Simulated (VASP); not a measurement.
# CuI (F-43m) in VASP: single point with PBEsol

Aim: the single point of CuI with PBEsol.

All numbers are computed with VASP 6.6.1; they aren't measurements. Logs are shortened: lines on timing, memory, paths and dates and some standing lists are left out, and cuts for length are marked.

**1. The cell of the first run**

The structure is cubic, space group F-43m (No. 216). Conventional cell: a = 6.063 Å, b = 6.063 Å, c = 6.063 Å, α = 90.00°, β = 90.00°, γ = 90.00°. Cu (site symmetry -43m) has 4 I at 2.63 Å within 3.5 Å. I (site symmetry -43m) has 4 Cu at 2.63 Å within 3.5 Å.

**2. Single point, PBEsol**

The input, INCAR:

```
SYSTEM = CuI
PREC     = Accurate       ! precision mode
ENCUT    = 520            ! plane-wave cutoff, eV
EDIFF    = 1E-7           ! SCF threshold, eV
ISMEAR   = 0              ! smearing method
SIGMA    = 0.05           ! smearing width, eV
LREAL    = .False.        ! projectors in reciprocal space
LASPH    = .True.         ! aspherical terms in the spheres
NELM     = 100            ! most SCF steps
ALGO     = Normal         ! electronic algorithm
ISIF     = 2              ! what is computed and relaxed
LWAVE    = .False.        ! write WAVECAR
LCHARG   = .False.        ! write CHGCAR
GGA      = PS             ! functional
NBANDS   = 16             ! bands
```

The input, KPOINTS:

```
regular mesh
0
Gamma
  8 8 8
  0 0 0
```

The input, POSCAR:

```
CuI
1.0
    0.0000000000      3.0315000000      3.0315000000
    3.0315000000      0.0000000000      3.0315000000
    3.0315000000      3.0315000000      0.0000000000
Cu I
1 1
Direct
    0.7500000000      0.7500000000      0.7500000000
    0.0000000000      0.0000000000      0.0000000000
```

Potentials or basis: VASP PAW PBE potentials, release 64 (Cu, I).

Started as:

```console
$ cat potpaw_PBE.64/Cu/POTCAR potpaw_PBE.64/I/POTCAR > POTCAR
$ mpirun -np 1 vasp_std > vasp.out
```

OUTCAR:

```text
SYSTEM = CuI
   PREC = Accurate
   ENCUT = 520
   EDIFF = 1E-7
   ISMEAR = 0
   LREAL = .False.
   LASPH = .True.
   NELM = 100
   ISIF = 2
   GGA = PS

 ion  position               nearest neighbor table
   1  0.750  0.750  0.750-   2 2.63   2 2.63   2 2.63   2 2.63
   2  0.000  0.000  0.000-   1 2.63   1 2.63   1 2.63   1 2.63

  LATTYP: Found a face centered cubic cell.
 ALAT       =     6.0630000000

  Lattice vectors:

 A1 = (   0.0000000000,   3.0315000000,   3.0315000000)
 A2 = (   3.0315000000,   0.0000000000,   3.0315000000)
 A3 = (   3.0315000000,   3.0315000000,   0.0000000000)

Analysis of symmetry for initial positions (statically):
=====================================================================
 Subroutine PRICEL returns:
 Original cell was already a primitive cell.

 Routine SETGRP: Setting up the symmetry group for a
 face centered cubic supercell.

 Subroutine GETGRP returns: Found 24 space group operations
 (whereof 24 operations were pure point group operations)
 out of a pool of 48 trial point group operations.

The static configuration has the point symmetry T_d .

Analysis of symmetry for dynamics (positions and initial velocities):
=====================================================================
 Subroutine PRICEL returns:
 Original cell was already a primitive cell.

 Routine SETGRP: Setting up the symmetry group for a
 face centered cubic supercell.

 Subroutine GETGRP returns: Found 24 space group operations
 (whereof 24 operations were pure point group operations)
 out of a pool of 48 trial point group operations.

The dynamic configuration has the point symmetry T_d .

 Subroutine INISYM returns: Found 24 space group operations
 (whereof 24 operations are pure point group operations),
 and found     1 'primitive' translations

----------------------------------------------------------------------------------------

                                     Primitive cell

  volume of cell :      55.7189

  direct lattice vectors                    reciprocal lattice vectors
     0.000000000  3.031500000  3.031500000    -0.164934851  0.164934851  0.164934851
     3.031500000  0.000000000  3.031500000     0.164934851 -0.164934851  0.164934851
     3.031500000  3.031500000  0.000000000     0.164934851  0.164934851 -0.164934851

  length of vectors
     4.287188414  4.287188414  4.287188414     0.285675541  0.285675541  0.285675541

  position of ions in fractional coordinates (direct lattice)
     0.750000000  0.750000000  0.750000000
     0.000000000  0.000000000  0.000000000

  ion indices of the primitive-cell ions
   primitive index   ion index
                 1           1
                 2           2

----------------------------------------------------------------------------------------

 KPOINTS: regular mesh

Automatic generation of k-mesh.
 Grid dimensions read from file:
 generate k-points for:    8    8    8

 Generating k-lattice:

  Cartesian coordinates                     Fractional coordinates (reciprocal lattice)
    -0.020616856  0.020616856  0.020616856     0.125000000  0.000000000  0.000000000
     0.020616856 -0.020616856  0.020616856     0.000000000  0.125000000  0.000000000
     0.020616856  0.020616856 -0.020616856     0.000000000  0.000000000  0.125000000

  Length of vectors
     0.035709443  0.035709443  0.035709443

  Shift w.r.t. Gamma in fractional coordinates (k-lattice)
     0.000000000  0.000000000  0.000000000

 Subroutine IBZKPT returns following result:
 ===========================================

 Found     29 irreducible k-points:

 Following reciprocal coordinates:
            Coordinates               Weight
  0.000000  0.000000  0.000000      1.000000
  0.125000  0.000000  0.000000      8.000000
  0.250000  0.000000  0.000000      8.000000
  0.375000  0.000000  0.000000      8.000000
  0.500000  0.000000  0.000000      4.000000
  0.125000  0.125000  0.000000      6.000000
[... 16 lines left out ...]
  0.500000  0.250000  0.125000     48.000000
 -0.375000  0.250000  0.125000     24.000000
 [... further k-points ...]
   k-points           NKPTS =     29   k-points in BZ     NKDIM =     29   number of bands    NBANDS=     16
   number of dos      NEDOS =    301   number of ions     NIONS =      2
   total plane-waves  NPLWV =  32768
   dimension x,y,z NGX =    32 NGY =   32 NGZ =   32
   dimension x,y,z NGXF=    64 NGYF=   64 NGZF=   64
   ions per type =               1   1
   NGX,Y,Z   is equivalent  to a cutoff of  12.41, 12.41, 12.41 a.u.
   NGXF,Y,Z  is equivalent  to a cutoff of  24.82, 24.82, 24.82 a.u.
 SYSTEM =  CuI
   PREC   = accura    normal or accurate (medium, high low for compatibility)
   ISTART =      0    job   : 0-new  1-cont  2-samecut
   ICHARG =      2    charge: 1-file 2-atom 10-const
   ISPIN  =      1    spin polarized calculation?
   LNONCOLLINEAR =      F non collinear calculations
   LSORBIT =      F    spin-orbit coupling
   LASPH  =      T    aspherical Exc in radial PAW
   ENCUT  =  520.0 eV  38.22 Ry    6.18 a.u.   7.97  7.97  7.97*2*pi/ulx,y,z
   NELM   =    100;   NELMIN=  2; NELMDL= -5     # of ELM steps
   EDIFF  = 0.1E-06   stopping-criterion for ELM
   LREAL  =      F    real-space projection
   EDIFFG = 0.1E-05   stopping-criterion for IOM
   NSW    =      0    number of steps for IOM
   IBRION =     -1    ionic relax: 0-MD 1-quasi-New 2-CG
   NFREE  =      0    steps in history (QN), initial steepest desc. (CG)
   ISIF   =      2    stress and relaxation
   ISYM   =      2    0-nonsym 1-usesym 2-fastsym
   POTIM  = 0.5000    time-step for ionic-motion
   TEBEG  =    0.0;   TEEND  =   0.0 temperature during run
   PSTRESS=    0.0 pullay stress
   NELECT =      18.0000    total number of electrons
   NUPDOWN=      -1.0000    fix difference up-down
   EMIN   =  10.00;   EMAX   =-10.00  energy-range for DOS
   EFERMI =   0.00;   METHOD = LEGACY
   ISMEAR =     0;   SIGMA  =   0.05  broadening in eV -4-tet -1-fermi 0-gaus
   EFERMI_NEDOS =   21; number of points for ismear=-14 and -15
   IALGO  =     38    algorithm
   IMIX   =      4    mixing-type and parameters
     AMIX     =   0.40;   BMIX     =  1.00
     AMIX_MAG =   1.60;   BMIX_MAG =  1.00
  volume/ion in A,a.u.               =      27.86       188.00
  Fermi-wavevector in a.u.,A,eV,Ry     =   1.123306  2.122741 17.168055  1.261816
  Thomas-Fermi vector in A             =   2.259971
   LORBIT       =      0    0 simple, 1 ext, 2 COOP (PROOUT), +10 PAW based schemes
   GGA     = PS    functional components
   LHFCALC =     F    Hartree Fock is set to
   AEXX    =    0.0000 exact exchange contribution
   IVDW    =     0    specifies the selected vdW correction
   LEPSILON=     F    determine dielectric tensor
   LRPA    =     F    only Hartree local field effects (RPA)
 non-spin polarized calculation
 Gauss-broadening in eV      SIGMA  =   0.05
  energy-cutoff  :      520.00
  volume of cell :       55.72
 maximum number of plane-waves:      1524
   NGX = 15   NGY = 15   NGZ = 15

 number of electron      18.0000014 magnetization

 Free energy of the ion-electron system (eV)
  ---------------------------------------------------
  ext. energy  EPLUGINS =         0.00000000
  ---------------------------------------------------
  free energy    TOTEN  =        -6.29448176 eV

  energy without entropy =       -6.29448176  energy(sigma->0) =       -6.29448176

 E-fermi :   4.5451     XC(G=0):  -9.1391

 val. band max:        4.2832355547   @ k =   0.0000   0.0000   0.0000
 cond. band min:       5.3114410844   @ k =   0.0000   0.0000   0.0000
 fundamental gap:      1.0282055297
 Fermi energy:         4.5451303467

 k-point     1 :       0.0000    0.0000    0.0000
  band No.  band energies     occupation
      1      -9.7453      2.00000
      2       0.6385      2.00000
      3       0.6385      2.00000
      4       0.6385      2.00000
      5       2.4101      2.00000
      6       2.4101      2.00000
[... 8 lines left out ...]
     15      13.8570      0.00000
     16      13.8570      0.00000

 k-point     2 :       0.1250    0.0000    0.0000
  band No.  band energies     occupation
      1      -9.6725      2.00000
      2       0.3375      2.00000
      3       0.6443      2.00000
      4       0.6443      2.00000
      5       2.4038      2.00000
      6       2.4038      2.00000
[... 8 lines left out ...]
     15      13.1659      0.00000
     16      13.1659      0.00000

 k-point     3 :       0.2500    0.0000    0.0000
  band No.  band energies     occupation
      1      -9.4858      2.00000
      2      -0.3718      2.00000
      3       0.6554      2.00000
      4       0.6554      2.00000
      5       2.4006      2.00000
      6       2.4006      2.00000
[... 8 lines left out ...]
     15      12.9582      0.00000
     16      13.0609      0.00000

 k-point     4 :       0.3750    0.0000    0.0000
  band No.  band energies     occupation
      1      -9.2810      2.00000
      2      -1.0518      2.00000
      3       0.6614      2.00000
      4       0.6614      2.00000
      5       2.4202      2.00000
      6       2.4202      2.00000
[... 8 lines left out ...]
     15      13.8805      0.00000
     16      13.8805      0.00000

 k-point     5 :       0.5000    0.0000    0.0000
  band No.  band energies     occupation
      1      -9.1897      2.00000
      2      -1.3266      2.00000
      3       0.6622      2.00000
      4       0.6622      2.00000
      5       2.4377      2.00000
      6       2.4377      2.00000
[... 8 lines left out ...]
     15      15.1314      0.00000
     16      15.1314      0.00000

 k-point     6 :       0.1250    0.1250    0.0000
  band No.  band energies     occupation
      1      -9.6482      2.00000
      2       0.2997      2.00000
      3       0.6219      2.00000
      4       0.6219      2.00000
      5       2.3779      2.00000
      6       2.4228      2.00000
[... 8 lines left out ...]
     15      13.5209      0.00000
     16      14.0127      0.00000
[... 267 lines left out ...]
 k-point    21 :       0.5000    0.5000    0.0000
  band No.  band energies     occupation
      1      -9.0016      2.00000
      2      -1.3055      2.00000
      3       0.5306      2.00000
      4       0.5306      2.00000
      5       2.3792      2.00000
      6       2.4649      2.00000
[... 8 lines left out ...]
     15      15.5780      0.00000
     16      16.2746      0.00000

 k-point    22 :       0.3750    0.2500    0.1250
  band No.  band energies     occupation
      1      -9.3411      2.00000
      2      -0.5738      2.00000
      3       0.4200      2.00000
      4       0.6402      2.00000
      5       2.3393      2.00000
      6       2.4471      2.00000
[... 8 lines left out ...]
     15      14.5149      0.00000
     16      15.5108      0.00000

 k-point    23 :       0.5000    0.2500    0.1250
  band No.  band energies     occupation
      1      -9.1711      2.00000
      2      -0.9163      2.00000
      3       0.1926      2.00000
      4       0.6259      2.00000
      5       2.3625      2.00000
      6       2.4247      2.00000
[... 8 lines left out ...]
     15      14.8534      0.00000
     16      15.6668      0.00000

 k-point    24 :      -0.3750    0.2500    0.1250
  band No.  band energies     occupation
      1      -9.0965      2.00000
      2      -1.0620      2.00000
      3       0.0935      2.00000
      4       0.6126      2.00000
      5       2.3443      2.00000
      6       2.4207      2.00000
[... 8 lines left out ...]
     15      14.9305      0.00000
     16      15.5280      0.00000

 [... further k-points ...]

------------------------ aborting loop because EDIFF is reached ----------------------------------------

  FORCE on cell =-STRESS in cart. coord.  units (eV):
  Direction    XX          YY          ZZ          XY          YZ          ZX
  --------------------------------------------------------------------------------------
  -------------------------------------------------------------------------------------
  Total       -0.8740175     -0.8740175     -0.8740175     -0.0000000      0.0000000      0.0000000
  in kB      -25.1320561    -25.1320561    -25.1320561     -0.0000000      0.0000000      0.0000000
  external PRESSURE =     -25.1320561 kB  Pullay stress =       0.0000000 kB

 VOLUME and BASIS-vectors are now :
 -----------------------------------------------------------------------------
  energy-cutoff  :      520.00
  volume of cell :       55.72
      direct lattice vectors                 reciprocal lattice vectors
     0.000000000  3.031500000  3.031500000    -0.164934851  0.164934851  0.164934851
     3.031500000  0.000000000  3.031500000     0.164934851 -0.164934851  0.164934851
     3.031500000  3.031500000  0.000000000     0.164934851  0.164934851 -0.164934851

 POSITION                                       TOTAL-FORCE (eV/Angst)
 -----------------------------------------------------------------------------------
      4.54725      4.54725      4.54725        -0.000000     -0.000000     -0.000000
      0.00000      0.00000      0.00000         0.000000      0.000000      0.000000
 -----------------------------------------------------------------------------------
    total drift:                               -0.000000     -0.000000     -0.000000

  FREE ENERGIE OF THE ION-ELECTRON SYSTEM (eV)
  ---------------------------------------------------
  free  energy   TOTEN  =        -6.2944817553 eV

  energy  without entropy=       -6.2944817553  energy(sigma->0) =       -6.29448176
```

Wall time 16 s (1 thread of Intel Xeon 6975P-C, shared host); peak memory 0.19 GiB.

Results:

```
Free energy            : -6.2945 eV
Pressure               : -2.5 GPa
Band gap on the k mesh : 1.03 eV, direct
```

Levels at points of the mesh, in eV from the valence-band top:
```
           k point  band 5  band 6  band 7  band 8  band 9  band 10  band 11  band 12  band 13  band 14
(0.00, 0.00, 0.00)   -1.87   -1.87    0.00    0.00    0.00     1.03     4.83     4.83     4.83     8.04
(0.50, 0.00, 0.00)   -1.85   -1.85   -1.80   -0.72   -0.72     2.08     5.36     5.36     7.25     9.00
(0.50, 0.50, 0.00)   -1.90   -1.82   -1.79   -1.51   -1.51     2.61     2.85     9.07     9.71     9.71
```

Caveat: the PAW data sets were made with another functional, which shifts forces and pressure a little; spin-orbit coupling is left out, which moves the levels of the heavy elements.
